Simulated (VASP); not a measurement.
# BN (P6_3mc) in VASP: a series of runs, part 2 of 2

VASP 6.6.1. Earlier steps stand in the parts before.

### Step 4. Single point, PBE+D3(BJ) (volume scaled by 1.040)

File INCAR:

```
SYSTEM = BN
PREC = Accurate ; ENCUT = 520
EDIFF = 1E-7 ; ISMEAR = 0
SIGMA = 0.05 ; LREAL = .False.
LASPH = .True. ; NELM = 80
ALGO = Normal ; ISIF = 2
LWAVE = .False. ; LCHARG = .True.
GGA = PE ; IVDW = 12
LELF = .True. ; LVHAR = .True.
NBANDS = 16
```

File KPOINTS:

```
regular mesh
0
Gamma
  12 12 6
  0 0 0
```

File POSCAR:

```
BN
1.0
    2.5753646236      0.0000000000      0.0000000000
   -1.2876823118      2.2303311880      0.0000000000
    0.0000000000      0.0000000000      4.2579866964
B N
2 2
Direct
    0.6666666667      0.3333333333      0.0001084154
    0.3333333333      0.6666666667      0.5001084154
    0.6666666667      0.3333333333      0.3748915846
    0.3333333333      0.6666666667      0.8748915846
```

Potentials or basis: VASP PAW PBE potentials, release 64 (B, N).

Started as:

```
$ cat potpaw_PBE.64/B/POTCAR potpaw_PBE.64/N/POTCAR > POTCAR
$ mpirun -np 1 vasp_std > vasp.out
```

OUTCAR:

```text
SYSTEM = BN
   PREC = Accurate
   ENCUT = 520
   EDIFF = 1E-7
   ISMEAR = 0
   LREAL = .False.
   LASPH = .True.
   NELM = 80
   ISIF = 2
   GGA = PE
   IVDW = 12
 IVDW          = 12

 ion  position               nearest neighbor table
   1  0.667  0.333  0.000-   4 1.58   4 1.58   4 1.58   3 1.60
   2  0.333  0.667  0.500-   3 1.58   3 1.58   3 1.58   4 1.60
   3  0.667  0.333  0.375-   2 1.58   2 1.58   2 1.58   1 1.60
   4  0.333  0.667  0.875-   1 1.58   1 1.58   1 1.58   2 1.60

  LATTYP: Found a hexagonal cell.
 ALAT       =     2.5753646236
 C/A-ratio  =     1.6533529495

  Lattice vectors:

 A1 = (   2.5753646236,   0.0000000000,   0.0000000000)
 A2 = (  -1.2876823118,   2.2303311880,   0.0000000000)
 A3 = (   0.0000000000,   0.0000000000,   4.2579866964)

Analysis of symmetry for initial positions (statically):
=====================================================================
 Subroutine PRICEL returns:
 Original cell was already a primitive cell.

 Routine SETGRP: Setting up the symmetry group for a
 hexagonal supercell.

 Subroutine GETGRP returns: Found 12 space group operations
 (whereof  6 operations were pure point group operations)
 out of a pool of 24 trial point group operations.

The static configuration has the point symmetry C_3v.
 The point group associated with its full space group is C_6v.

Analysis of symmetry for dynamics (positions and initial velocities):
=====================================================================
 Subroutine PRICEL returns:
 Original cell was already a primitive cell.

 Routine SETGRP: Setting up the symmetry group for a
 hexagonal supercell.

 Subroutine GETGRP returns: Found 12 space group operations
 (whereof  6 operations were pure point group operations)
 out of a pool of 24 trial point group operations.

The dynamic configuration has the point symmetry C_3v.
 The point group associated with its full space group is C_6v.

 Subroutine INISYM returns: Found 12 space group operations
 (whereof  6 operations are pure point group operations),
 and found     1 'primitive' translations

----------------------------------------------------------------------------------------

                                     Primitive cell

  volume of cell :      24.4575

  direct lattice vectors                    reciprocal lattice vectors
     2.575364624  0.000000000  0.000000000     0.388294532  0.224181952  0.000000000
    -1.287682312  2.230331188  0.000000000     0.000000000  0.448363905  0.000000000
     0.000000000  0.000000000  4.257986696     0.000000000  0.000000000  0.234852777

  length of vectors
     2.575364624  2.575364624  4.257986696     0.448363905  0.448363905  0.234852777

  position of ions in fractional coordinates (direct lattice)
     0.666666667  0.333333333  0.000108415
     0.333333333  0.666666667  0.500108415
     0.666666667  0.333333333  0.374891585
     0.333333333  0.666666667  0.874891585

  ion indices of the primitive-cell ions
   primitive index   ion index
                 1           1
                 2           2
                 3           3
                 4           4

----------------------------------------------------------------------------------------

 KPOINTS: regular mesh

Automatic generation of k-mesh.
 Grid dimensions read from file:
 generate k-points for:   12   12    6

 Generating k-lattice:
[... 24 lines left out ...]
  0.416667 -0.000000  0.000000      6.000000
[... 16 lines left out ...]
  0.250000  0.000000  0.166667     12.000000
  0.333333  0.000000  0.166667     12.000000
 [... further k-points ...]
   k-points           NKPTS =     76   k-points in BZ     NKDIM =     76   number of bands    NBANDS=     16
   number of dos      NEDOS =    301   number of ions     NIONS =      4
   total plane-waves  NPLWV =  12800
   dimension x,y,z NGX =    20 NGY =   20 NGZ =   32
   dimension x,y,z NGXF=    40 NGYF=   40 NGZF=   64
   ions per type =               2   2
   NGX,Y,Z   is equivalent  to a cutoff of  12.91, 12.91, 12.49 a.u.
   NGXF,Y,Z  is equivalent  to a cutoff of  25.82, 25.82, 24.99 a.u.
 SYSTEM =  BN
   PREC   = accura    normal or accurate (medium, high low for compatibility)
   ISTART =      0    job   : 0-new  1-cont  2-samecut
   ICHARG =      2    charge: 1-file 2-atom 10-const
   ISPIN  =      1    spin polarized calculation?
   LNONCOLLINEAR =      F non collinear calculations
   LSORBIT =      F    spin-orbit coupling
   LASPH  =      T    aspherical Exc in radial PAW
   ENCUT  =  520.0 eV  38.22 Ry    6.18 a.u.   4.79  4.79  7.92*2*pi/ulx,y,z
   NELM   =     80;   NELMIN=  2; NELMDL= -5     # of ELM steps
   EDIFF  = 0.1E-06   stopping-criterion for ELM
   LREAL  =      F    real-space projection
   EDIFFG = 0.1E-05   stopping-criterion for IOM
   NSW    =      0    number of steps for IOM
   IBRION =     -1    ionic relax: 0-MD 1-quasi-New 2-CG
   NFREE  =      0    steps in history (QN), initial steepest desc. (CG)
   ISIF   =      2    stress and relaxation
   ISYM   =      2    0-nonsym 1-usesym 2-fastsym
   POTIM  = 0.5000    time-step for ionic-motion
   TEBEG  =    0.0;   TEEND  =   0.0 temperature during run
   PSTRESS=    0.0 pullay stress
   NELECT =      16.0000    total number of electrons
   NUPDOWN=      -1.0000    fix difference up-down
   EMIN   =  10.00;   EMAX   =-10.00  energy-range for DOS
   EFERMI =   0.00;   METHOD = LEGACY
   ISMEAR =     0;   SIGMA  =   0.05  broadening in eV -4-tet -1-fermi 0-gaus
   EFERMI_NEDOS =   21; number of points for ismear=-14 and -15
   IALGO  =     38    algorithm
   IMIX   =      4    mixing-type and parameters
     AMIX     =   0.40;   BMIX     =  1.00
     AMIX_MAG =   1.60;   BMIX_MAG =  1.00
  volume/ion in A,a.u.               =       6.11        41.26
  Fermi-wavevector in a.u.,A,eV,Ry     =   1.421163  2.685610 27.479762  2.019706
  Thomas-Fermi vector in A             =   2.542002
   LORBIT       =      0    0 simple, 1 ext, 2 COOP (PROOUT), +10 PAW based schemes
   GGA     = PE    functional components
   LHFCALC =     F    Hartree Fock is set to
   AEXX    =    0.0000 exact exchange contribution
   IVDW    =    12    specifies the selected vdW correction
   LEPSILON=     F    determine dielectric tensor
   LRPA    =     F    only Hartree local field effects (RPA)
 non-spin polarized calculation
 Gauss-broadening in eV      SIGMA  =   0.05
  energy-cutoff  :      520.00
  volume of cell :       24.46
 maximum number of plane-waves:       674
 NGX is ok and might be reduce to    20
   NGX =  9   NGY =  9   NGZ = 15

 number of electron      16.0000000 magnetization

 Free energy of the ion-electron system (eV)
  ---------------------------------------------------
  ext. energy  EPLUGINS =         0.00000000
  ---------------------------------------------------
  free energy    TOTEN  =       -34.81853735 eV

  energy without entropy =      -34.81853735  energy(sigma->0) =      -34.81853735

 E-fermi :   7.4242     XC(G=0): -12.6429

 val. band max:        7.1283741226   @ k =   0.0000   0.0000   0.0000
 cond. band min:      12.3852688917   @ k =   0.3333   0.3333   0.0000
 fundamental gap:      5.2568947691
 Fermi energy:         7.4241530646

 k-point     1 :       0.0000    0.0000    0.0000
  band No.  band energies     occupation
      1     -12.8790      2.00000
      2      -8.8814      2.00000
      3      -3.4589      2.00000
      4       5.0766      2.00000
      5       5.0766      2.00000
      6       6.8860      2.00000
[... 433 lines left out ...]
      3      -1.4385      2.00000
      4      -0.0201      2.00000
      5       1.2930      2.00000
      6       2.9825      2.00000
[... 8 lines left out ...]
     15      22.7261      0.00000
     16      22.9212      0.00000

 [... further k-points ...]

------------------------ aborting loop because EDIFF is reached ----------------------------------------

 Edisp (eV)   -0.80814

 E8    (eV) :    -0.2390

  FORCE on cell =-STRESS in cart. coord.  units (eV):
  Direction    XX          YY          ZZ          XY          YZ          ZX
  --------------------------------------------------------------------------------------
  -------------------------------------------------------------------------------------
  Total      -2.09911    -2.09911    -2.08878     0.00000     0.00000     0.00000
  in kB    -137.51003  -137.51003  -136.83293     0.00000     0.00000     0.00000
  external pressure =     -137.28 kB  Pullay stress =        0.00 kB

 VOLUME and BASIS-vectors are now :
 -----------------------------------------------------------------------------
  energy-cutoff  :      520.00
  volume of cell :       24.46
      direct lattice vectors                 reciprocal lattice vectors
     2.575364624  0.000000000  0.000000000     0.388294532  0.224181952  0.000000000
    -1.287682312  2.230331188  0.000000000     0.000000000  0.448363905  0.000000000
     0.000000000  0.000000000  4.257986696     0.000000000  0.000000000  0.234852777

 POSITION                                       TOTAL-FORCE (eV/Angst)
 -----------------------------------------------------------------------------------
      1.28768      0.74344      0.00046         0.000000      0.000000     -0.002178
     -0.00000      1.48689      2.12945         0.000000     -0.000000     -0.002178
      1.28768      0.74344      1.59628        -0.000000     -0.000000      0.002178
     -0.00000      1.48689      3.72528        -0.000000      0.000000      0.002178
 -----------------------------------------------------------------------------------
    total drift:                               -0.000000     -0.000000     -0.000146

  FREE ENERGIE OF THE ION-ELECTRON SYSTEM (eV)
  ---------------------------------------------------
  free  energy   TOTEN  =       -35.6266744945 eV

  energy  without entropy=      -35.6266744945  energy(sigma->0) =      -35.62667449
```

OSZICAR:

```text
N       E                     dE             d eps       ncg     rms          rms(c)
DAV:   1     0.372846192729E+02    0.37285E+02   -0.83271E+03  2440   0.972E+02
DAV:   2    -0.344415342975E+02   -0.71726E+02   -0.67082E+02  3520   0.226E+02
DAV:   3    -0.366530008782E+02   -0.22115E+01   -0.22069E+01  2800   0.361E+01
DAV:   4    -0.366584316003E+02   -0.54307E-02   -0.54304E-02  2936   0.207E+00
DAV:   5    -0.366584467550E+02   -0.15155E-04   -0.15155E-04  2768   0.102E-01    0.922E+00
DAV:   6    -0.349605339802E+02    0.16979E+01   -0.22038E+00  3056   0.135E+01    0.434E+00
DAV:   7    -0.348448766907E+02    0.11566E+00   -0.29638E-01  3040   0.439E+00    0.269E+00
DAV:   8    -0.348195140866E+02    0.25363E-01   -0.52115E-02  2832   0.183E+00    0.256E-01
DAV:   9    -0.348182454516E+02    0.12686E-02   -0.18669E-03  2824   0.515E-01    0.127E-01
DAV:  10    -0.348185285689E+02   -0.28312E-03   -0.51307E-04  2880   0.175E-01    0.254E-02
DAV:  11    -0.348185362250E+02   -0.76562E-05   -0.31798E-05  3048   0.550E-02    0.146E-02
DAV:  12    -0.348185372509E+02   -0.10258E-05   -0.58078E-06  2912   0.238E-02    0.199E-03
DAV:  13    -0.348185373496E+02   -0.98774E-07   -0.16786E-07  2248   0.401E-03
   1 F= -.35626674E+02 E0= -.35626674E+02  d E =-.414147E-19
```

stdout:

```text
POSCAR found type information on POSCAR B N
 POSCAR found :  2 types and       4 ions
 scaLAPACK will be used
 LDA part: xc-table for (Slater+PW92), standard interpolation
 POSCAR, INCAR and KPOINTS ok, starting setup
 FFT: planning ... GRIDC
 FFT: planning ... GRID_SOFT
 FFT: planning ... GRID
 WAVECAR not read
 entering main loop
```

It took 52 s on 1 thread of Intel Xeon 8259CL, shared host; peak memory 0.16 GiB.

Results:

```
Free energy                : -35.6267 eV
Pressure                   : -13.7 GPa
Band gap on the k mesh     : 5.26 eV, indirect (least direct gap 8.12 eV)
Dispersion energy per atom : -0.202 eV
```

Forces in eV/Å, atoms in the order of the input:
```
B    0.000  0.000 -0.002
B    0.000  0.000 -0.002
N    0.000  0.000  0.002
N    0.000  0.000  0.002
```

 A k mesh can miss the band edges.

### Step 5. Relaxation of shape and atoms at fixed volume, PBE+D3(BJ) (volume scaled by 0.920)

File INCAR:

```
SYSTEM = BN
PREC = Accurate
ENCUT = 600
EDIFF = 1E-6
ISMEAR = 0
SIGMA = 0.05
LREAL = .False.
LASPH = .True.
NELM = 60
ALGO = Normal
ISIF = 4
LWAVE = .False.
LCHARG = .False.
GGA = PE
IVDW = 12
IBRION = 2
NSW = 60
EDIFFG = -0.01
```

KPOINTS is that of step 4.

File POSCAR:

```
BN
1.0
    2.4718072991      0.0000000000      0.0000000000
   -1.2359036496      2.1406479143      0.0000000000
    0.0000000000      0.0000000000      4.0889049864
B N
2 2
Direct
    0.6666666667      0.3333333333      0.0004065866
    0.3333333333      0.6666666667      0.5004065866
    0.6666666667      0.3333333333      0.3745934134
    0.3333333333      0.6666666667      0.8745934134
```

Started as:

```
$ cat potpaw_PBE.64/B/POTCAR potpaw_PBE.64/N/POTCAR > POTCAR
$ mpirun -np 1 vasp_std > vasp.out
```

It took 58 s on 1 thread of Intel Xeon 8259CL, shared host; peak memory 0.17 GiB.

The run converged. Its results:

```yaml
Free_energy: -35.4618 eV
Energy_gained_by_relaxing: 0.0 meV/atom
Ionic_steps: 3
Pressure_after_relaxing: 37.2 GPa
Band_gap_on_the_k_mesh: 4.98 eV, indirect (least direct gap 8.68 eV)
Dispersion_energy_per_atom: -0.229 eV
```

Forces on the atoms (eV/Å):
```
B    0.000  0.000 -0.003
B    0.000  0.000 -0.003
N    0.000  0.000  0.003
N    0.000  0.000  0.003
```

Stress tensor (GPa, compression positive):
```
37.16  0.00  0.00
 0.00 37.16  0.00
 0.00  0.00 37.43
```

Final structure:
```
B N
1.0
     2.47156    0.00000    0.00000
    -1.23578    2.14044    0.00000
     0.00000    0.00000    4.08971
B N
2 2
Direct
  0.66667 0.33333 0.00056
  0.33333 0.66667 0.50056
  0.66667 0.33333 0.37444
  0.33333 0.66667 0.87444
```

Levels at points of the mesh, in eV from the valence-band top:
| k point | band 6 | band 7 | band 8 | band 9 | band 10 | band 11 |
| --- | --- | --- | --- | --- | --- | --- |
| (0.00, 0.00, 0.00) | -0.35 | 0.00 | 0.00 | 8.72 | 8.72 | 9.09 |
| (0.50, 0.00, 0.00) | -5.45 | -4.91 | -2.30 | 7.02 | 8.21 | 11.02 |
| (0.00, 0.00, 0.50) | -1.29 | -1.29 | -1.29 | 10.31 | 10.31 | 10.40 |
| (0.50, 0.00, 0.50) | -4.13 | -3.91 | -3.91 | 6.90 | 6.90 | 10.64 |

### Step 6. Overview

| task | cell | cutoff (eV) | gap on the mesh (eV) | pressure (GPa) |
| --- | --- | --- | --- | --- |
| single point | a = 2.471, b = 2.471, c = 4.090 Å, angles 90.0, 90.0, 120.0°, 4 atoms | 520 | 4.98 | 37.6 |
| single point | a = 2.507, b = 2.507, c = 4.147 Å, angles 90.0, 90.0, 120.0°, 4 atoms | 520 | 5.09 | 17.2 |
| single point | a = 2.575, b = 2.575, c = 4.258 Å, angles 90.0, 90.0, 120.0°, 4 atoms | 520 | 5.26 | -13.7 |
| relaxation of shape and atoms at fixed volume | relaxed from a = 2.472, b = 2.472, c = 4.089 Å, angles 90.0, 90.0, 120.0°, 4 atoms | 600 | 4.98 | 37.2 |

Alike in all rows: level PBE+D3(BJ); potentials or basis VASP PAW PBE potentials, release 64 (B, N); no spin polarisation; k mesh 12 × 12 × 6; smearing gaussian 0.05 eV.

Total energies depend on the potentials used, so only differences within one code and one set of settings carry meaning.
